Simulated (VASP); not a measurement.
Input of a VASP 6.6.1 run:

The input INCAR:

```
  ALGO = Normal
  EDIFF = 1E-6
  ENCUT = 520
  GGA = PE
  ISIF = 2
  ISMEAR = -1
  IVDW = 12
  LASPH = True
  LCHARG = False
  LREAL = Auto
  LWAVE = False
  NBANDS = 58
  NELM = 60
  PREC = Accurate
  SIGMA = 0.05
```

The input KPOINTS:

```
k-points
0
Gamma
  1 1 1
```

POSCAR

```
H4C
1.0
    7.9581140000      0.0000000000      0.0000000000
    0.0000000000      7.9581140000      0.0000000000
    0.0000000000      0.0000000000      7.9581140000
C H
8 32
Direct
    0.8793792097      0.6051685110      0.8817541443
    0.4126731535      0.5434704755      0.0041215796
    1.0445816685      0.2349551665      0.2256564809
    0.7981413687      0.0444703356      0.6634109539
    0.1853831197      0.2593956307      0.6987585249
    0.2175264139      0.7504290589      0.4634138189
    0.5647317945      0.3845634782      0.3959606510
    0.5283035654      0.9901592262      0.0360009922
    0.8255347938      0.6786783904      0.9793526456
    0.9079161218      0.4775754657      0.9183834260
    0.9830092909      0.6661879938      0.8264897939
    0.7874855776      0.5936331146      0.7787649184
    0.3978078223      0.5992751549      0.1254191634
    0.4097327583      0.4056488761      0.0282855963
    0.5450537653      0.5700345584     -0.0408262561
    0.3072587299      0.5767321252     -0.0774806694
    0.9853967912      0.3540286053      0.2683424741
    1.1529239214      0.1897937124      0.3020690581
    1.0890520040      0.2806820812      0.1044719892
    0.9348697443      0.1433128503      0.2403835884
    0.8050022907      0.0579031665      0.8000765005
    0.7847839325      0.1725031835      0.6058721953
    0.6874618785     -0.0275819120      0.6255125272
    0.9188483603     -0.0201052661      0.6339316074
    0.1497214038      0.2152897031      0.5779384412
    0.3037151767      0.1996955560      0.7484687955
    0.0783602748      0.2184060193      0.7845074851
    0.2047847015      0.4023315072      0.7035460914
    0.2984249786      0.6966977352      0.5673957423
    0.2450580628      0.8922717116      0.4658013193
    0.0843415915      0.7304494507      0.4703375699
    0.2635549076      0.7033827362      0.3409350507
    0.5488360684      0.3057131376      0.5058987594
    0.4939612577      0.3341118260      0.2927829383
    0.6914703660      0.4027461783      0.3593565008
    0.5046798777      0.5027321800      0.4262567739
    0.5475669235      0.9112711881      0.1511664698
    0.6217804872      1.0916405570      0.0325705312
    0.4001953227      1.0417794970      0.0583932324
    0.5195452088      0.9090596088     -0.0787875117
```

Potentials or basis: VASP PAW PBE potentials, release 64 (C, H).

Run with:

```sh
$ cat potpaw_PBE.64/C/POTCAR potpaw_PBE.64/H/POTCAR > POTCAR
$ mpirun -np 1 vasp_gam > vasp.out
```

What does it give for the pressure?

-0.7 GPa.

Estimate the dispersion energy per atom.

-0.026 eV.

What does it give for the largest force?

2.558 eV/Å.

Stress tensor (GPa, compression positive):
```
-1.22 -0.03 -0.50
-0.03 -1.47  0.87
-0.50  0.87  0.49
```

Caveat: the k points lie up to 0.79 Å⁻¹ apart.
